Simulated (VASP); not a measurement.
# SnPb3O4 (P4mm) in VASP: notebook

Runs on SnPb3O4. Level: PBE. Tasks: single point.

Program: VASP 6.6.1. These are calculated values, not measurements. Logs are shortened: lines on timing, memory, paths and dates and some standing lists are left out, and cuts for length are marked.

### Step 1. The cell of the first run

It takes space group P4mm (No. 99, tetragonal). The conventional cell has a = 3.985 Å, b = 3.985 Å, c = 10.342 Å, α = 90.00°, β = 90.00°, γ = 90.00°. Within 3.0 Å of Sn (site symmetry 4mm) lie 4 O at 2.27 Å. Within 3.1 Å of Pb (site symmetry 4mm) lie 4 O at 2.35 Å. Within 3.1 Å of Pb (site symmetry 4mm) lie 4 O at 2.35 Å. Within 3.1 Å of Pb (site symmetry 4mm) lie 4 O at 2.32 Å. O (site symmetry 2mm) has 4 Pb at 2.32 to 2.35 Å and 4 O at 2.82 Å within 3.1 Å. O (site symmetry 2mm) has 2 Sn at 2.27 Å and 2 Pb at 2.35 Å and 4 O at 2.82 Å within 3.0 Å.

### Step 2. Single point, PBE (20.53 Å³/atom)

The input, INCAR:

```
  PREC = Accurate
  ENCUT = 520
  EDIFF = 1E-7
  ISMEAR = 0
  SIGMA = 0.02
  LREAL = False
  LASPH = True
  NELM = 80
  ALGO = Normal
  ISIF = 2
  LWAVE = False
  LCHARG = True
  GGA = PE
  LELF = True
  LVHAR = True
  NBANDS = 50
```

The input, KPOINTS:

```
regular mesh
0
Gamma
  8 8 4
```

The input, POSCAR:

```
SnPb3O4
1.0
    3.9854798053      0.0000000000      0.0000000000
    0.0000000000      3.9854798053      0.0000000000
    0.0000000000      0.0000000000     10.3422300463
Sn Pb O
1 3 4
Direct
    0.5000000000      0.5000000000      0.3881599238
    0.0000000000      0.0000000000      0.1221345555
    0.0000000000      0.0000000000      0.6129903446
    0.5000000000      0.5000000000      0.8878331472
    0.0000000000      0.5000000000      0.0021498422
    0.0000000000      0.5000000000      0.4922906722
    0.5000000000      0.0000000000      0.0021498422
    0.5000000000      0.0000000000      0.4922906722
```

Potentials or basis: VASP PAW PBE potentials, release 64 (Sn_d, Pb_d, O).

Started as:

```console
$ cat potpaw_PBE.64/Sn_d/POTCAR potpaw_PBE.64/Pb_d/POTCAR potpaw_PBE.64/O/POTCAR > POTCAR
$ mpirun -np 1 vasp_std > vasp.out
```

OUTCAR:

```text
PREC = Accurate
   ENCUT = 520
   EDIFF = 1E-7
   ISMEAR = 0
   LREAL = False
   LASPH = True
   NELM = 80
   ISIF = 2
   GGA = PE

 ion  position               nearest neighbor table
   1  0.500  0.500  0.388-   6 2.27   8 2.27   8 2.27   6 2.27   3 3.65   3 3.65   3 3.65   3 3.65
                             2 3.94   2 3.94   2 3.94   2 3.94
   2  0.000  0.000  0.122-   5 2.35   7 2.35   5 2.35   7 2.35   4 3.72   4 3.72   4 3.72   4 3.72
                             1 3.94   1 3.94   1 3.94   1 3.94
   3  0.000  0.000  0.613-   6 2.35   8 2.35   6 2.35   8 2.35   1 3.65   1 3.65   1 3.65   1 3.65
                             4 4.00   4 4.00   4 4.00   4 4.00
   4  0.500  0.500  0.888-   5 2.32   7 2.32   7 2.32   5 2.32   2 3.72   2 3.72   2 3.72   2 3.72
                             3 4.00   3 4.00   3 4.00   3 4.00
   5  0.000  0.500  0.002-   4 2.32   4 2.32   2 2.35   2 2.35
   6  0.000  0.500  0.492-   1 2.27   1 2.27   3 2.35   3 2.35
   7  0.500  0.000  0.002-   4 2.32   4 2.32   2 2.35   2 2.35
   8  0.500  0.000  0.492-   1 2.27   1 2.27   3 2.35   3 2.35

  LATTYP: Found a simple tetragonal cell.
 ALAT       =     3.9854798053
 C/A-ratio  =     2.5949774059

  Lattice vectors:

 A1 = (   3.9854798053,   0.0000000000,   0.0000000000)
 A2 = (   0.0000000000,   3.9854798053,   0.0000000000)
 A3 = (   0.0000000000,   0.0000000000,  10.3422300463)

Analysis of symmetry for initial positions (statically):
=====================================================================
 Subroutine PRICEL returns:
 Original cell was already a primitive cell.

 Routine SETGRP: Setting up the symmetry group for a
 simple tetragonal supercell.

 Subroutine GETGRP returns: Found  8 space group operations
 (whereof  8 operations were pure point group operations)
 out of a pool of 16 trial point group operations.

The static configuration has the point symmetry C_4v.

Analysis of symmetry for dynamics (positions and initial velocities):
=====================================================================
 Subroutine PRICEL returns:
 Original cell was already a primitive cell.

 Routine SETGRP: Setting up the symmetry group for a
 simple tetragonal supercell.

 Subroutine GETGRP returns: Found  8 space group operations
 (whereof  8 operations were pure point group operations)
 out of a pool of 16 trial point group operations.

The dynamic configuration has the point symmetry C_4v.

 Subroutine INISYM returns: Found  8 space group operations
 (whereof  8 operations are pure point group operations),
[... 114 lines left out ...]
   ISIF   =      2    stress and relaxation
   ISYM   =      2    0-nonsym 1-usesym 2-fastsym
   POTIM  = 0.5000    time-step for ionic-motion
   TEBEG  =    0.0;   TEEND  =   0.0 temperature during run
   PSTRESS=    0.0 pullay stress
   NELECT =      80.0000    total number of electrons
   NUPDOWN=      -1.0000    fix difference up-down
   EMIN   =  10.00;   EMAX   =-10.00  energy-range for DOS
   EFERMI =   0.00;   METHOD = LEGACY
   ISMEAR =     0;   SIGMA  =   0.02  broadening in eV -4-tet -1-fermi 0-gaus
   EFERMI_NEDOS =   21; number of points for ismear=-14 and -15
   IALGO  =     38    algorithm
   IMIX   =      4    mixing-type and parameters
     AMIX     =   0.40;   BMIX     =  1.00
     AMIX_MAG =   1.60;   BMIX_MAG =  1.00
  volume/ion in A,a.u.               =      20.53       138.57
  Fermi-wavevector in a.u.,A,eV,Ry     =   1.287992  2.433951 22.571008  1.658922
  Thomas-Fermi vector in A             =   2.419972
   LORBIT       =      0    0 simple, 1 ext, 2 COOP (PROOUT), +10 PAW based schemes
   GGA     = PE    functional components
   LHFCALC =     F    Hartree Fock is set to
   AEXX    =    0.0000 exact exchange contribution
   IVDW    =     0    specifies the selected vdW correction
   LEPSILON=     F    determine dielectric tensor
   LRPA    =     F    only Hartree local field effects (RPA)
 non-spin polarized calculation
 Gauss-broadening in eV      SIGMA  =   0.02
  energy-cutoff  :      520.00
  volume of cell :      164.28
 maximum number of plane-waves:      4474
 NGX is ok and might be reduce to    30
   NGX = 15   NGY = 15   NGZ = 39

 number of electron      79.9999995 magnetization

 Free energy of the ion-electron system (eV)
  ---------------------------------------------------
  ext. energy  EPLUGINS =         0.00000000
  ---------------------------------------------------
  free energy    TOTEN  =       -43.57613719 eV

  energy without entropy =      -43.57613719  energy(sigma->0) =      -43.57613719

 E-fermi :   5.0407     XC(G=0):  -9.5872

 val. band max:        4.9028798604   @ k =   0.1250   0.0000   0.0000
 cond. band min:       6.0796667370   @ k =   0.5000   0.5000   0.0000
 fundamental gap:      1.1767868766
 Fermi energy:         5.0407090851

 k-point     1 :       0.0000    0.0000    0.0000
  band No.  band energies     occupation
      1     -16.0480      2.00000
      2     -15.8317      2.00000
      3     -15.8317      2.00000
      4     -15.8316      2.00000
      5     -15.8087      2.00000
      6     -13.8056      2.00000
[... 1261 lines left out ...]
     49      11.6032      0.00000
     50      11.6583      0.00000

 [... further k-points ...]

------------------------ aborting loop because EDIFF is reached ----------------------------------------

  FORCE on cell =-STRESS in cart. coord.  units (eV):
  Direction    XX          YY          ZZ          XY          YZ          ZX
  --------------------------------------------------------------------------------------
  -------------------------------------------------------------------------------------
  Total        1.0928907      1.0928907      0.9823780      0.0000000     -0.0000000     -0.0000000
  in kB       10.6588881     10.6588881      9.5810650      0.0000000     -0.0000000     -0.0000000
  external PRESSURE =      10.2996137 kB  Pullay stress =       0.0000000 kB

 VOLUME and BASIS-vectors are now :
 -----------------------------------------------------------------------------
  energy-cutoff  :      520.00
  volume of cell :      164.28
      direct lattice vectors                 reciprocal lattice vectors
     3.985479805  0.000000000  0.000000000     0.250910818  0.000000000  0.000000000
     0.000000000  3.985479805  0.000000000     0.000000000  0.250910818  0.000000000
     0.000000000  0.000000000 10.342230046     0.000000000  0.000000000  0.096690945

 POSITION                                       TOTAL-FORCE (eV/Angst)
 -----------------------------------------------------------------------------------
      1.99274      1.99274      4.01444        -0.000000     -0.000000     -0.066837
      0.00000      0.00000      1.26314        -0.000000      0.000000      0.044831
      0.00000      0.00000      6.33969        -0.000000      0.000000      0.040392
      1.99274      1.99274      9.18217         0.000000      0.000000     -0.035406
      0.00000      1.99274      0.02223        -0.000000      0.000000     -0.004163
      0.00000      1.99274      5.09138        -0.000000      0.000000      0.012673
      1.99274      0.00000      0.02223        -0.000000      0.000000     -0.004163
      1.99274      0.00000      5.09138        -0.000000      0.000000      0.012673
 -----------------------------------------------------------------------------------
    total drift:                                0.000000      0.000000      0.000639

  FREE ENERGIE OF THE ION-ELECTRON SYSTEM (eV)
  ---------------------------------------------------
  free  energy   TOTEN  =       -43.5761371916 eV

  energy  without entropy=      -43.5761371916  energy(sigma->0) =      -43.57613719
```

OSZICAR:

```text
N       E                     dE             d eps       ncg     rms          rms(c)
DAV:   1     0.111692329984E+04    0.11169E+04   -0.37845E+04  4542   0.202E+03
DAV:   2     0.170455656991E+03   -0.94647E+03   -0.90200E+03  4628   0.581E+02
DAV:   3    -0.348937264928E+02   -0.20535E+03   -0.19553E+03  5646   0.265E+02
DAV:   4    -0.520436730556E+02   -0.17150E+02   -0.16903E+02  5598   0.784E+01
DAV:   5    -0.526613703315E+02   -0.61770E+00   -0.61666E+00  5756   0.158E+01    0.173E+01
DAV:   6    -0.437200497909E+02    0.89413E+01   -0.39567E+01  6848   0.498E+01    0.743E+00
DAV:   7    -0.436412378290E+02    0.78812E-01   -0.59881E+00  6118   0.132E+01    0.391E+00
DAV:   8    -0.436043528685E+02    0.36885E-01   -0.12387E+00  7146   0.595E+00    0.126E+00
DAV:   9    -0.435711094563E+02    0.33243E-01   -0.12521E-01  7224   0.330E+00    0.322E-01
DAV:  10    -0.435745515625E+02   -0.34421E-02   -0.23091E-02  5484   0.871E-01    0.198E-01
DAV:  11    -0.435765207808E+02   -0.19692E-02   -0.29634E-03  7240   0.385E-01    0.148E-01
DAV:  12    -0.435760971149E+02    0.42367E-03   -0.15783E-03  6996   0.346E-01    0.184E-02
DAV:  13    -0.435761361036E+02   -0.38989E-04   -0.21990E-04  5816   0.972E-02    0.214E-02
DAV:  14    -0.435761365737E+02   -0.47017E-06   -0.18931E-05  6774   0.308E-02    0.101E-02
DAV:  15    -0.435761372383E+02   -0.66456E-06   -0.71106E-06  6040   0.158E-02    0.194E-03
DAV:  16    -0.435761371916E+02    0.46659E-07   -0.65441E-07  6358   0.733E-03
   1 F= -.43576137E+02 E0= -.43576137E+02  d E =-.417535E-24
```

stdout:

```text
POSCAR found type information on POSCAR SnPbO
 POSCAR found :  3 types and       8 ions
 scaLAPACK will be used
 LDA part: xc-table for (Slater+PW92), standard interpolation
 POSCAR, INCAR and KPOINTS ok, starting setup
 FFT: planning ... GRIDC
 FFT: planning ... GRID_SOFT
 FFT: planning ... GRID
 WAVECAR not read
 entering main loop
```

It took 8.4 min on 1 thread of Oxide Virtual Turin-like, shared host; peak memory 0.41 GiB.

Results:

```yaml
Free_energy: -43.5761 eV
Pressure: 1.0 GPa
Largest_force: 0.067 eV/Å
Band_gap_on_the_k_mesh: 1.18 eV (least direct gap 1.82 eV)
```

Forces in eV/Å, atoms in the order of the input:
```
Sn   0.000  0.000 -0.067
Pb   0.000  0.000  0.045
Pb   0.000  0.000  0.040
Pb   0.000  0.000 -0.035
O    0.000  0.000 -0.004
O    0.000  0.000  0.013
O    0.000  0.000 -0.004
O    0.000  0.000  0.013
```

Levels at points of the mesh, in eV from the valence-band top:
```tsv
k point	band 38	band 39	band 40	band 41	band 42	band 43
(0.00, 0.00, 0.00)	-1.51	-1.10	-0.01	1.81	2.11	3.94
(0.50, 0.00, 0.00)	-1.58	-1.19	-0.83	2.60	2.82	3.25
(0.50, 0.50, 0.00)	-1.20	-0.92	-0.87	1.18	1.18	3.31
(0.00, 0.00, 0.50)	-1.51	-0.56	-0.33	1.76	1.97	4.32
(0.50, 0.00, 0.50)	-1.31	-1.30	-1.04	2.64	2.87	3.18
(0.50, 0.50, 0.50)	-1.29	-0.92	-0.87	1.80	1.80	2.06
```

Caveat: spin-orbit coupling is left out, which moves the levels of the heavy elements.

[end of part 1 of 2]
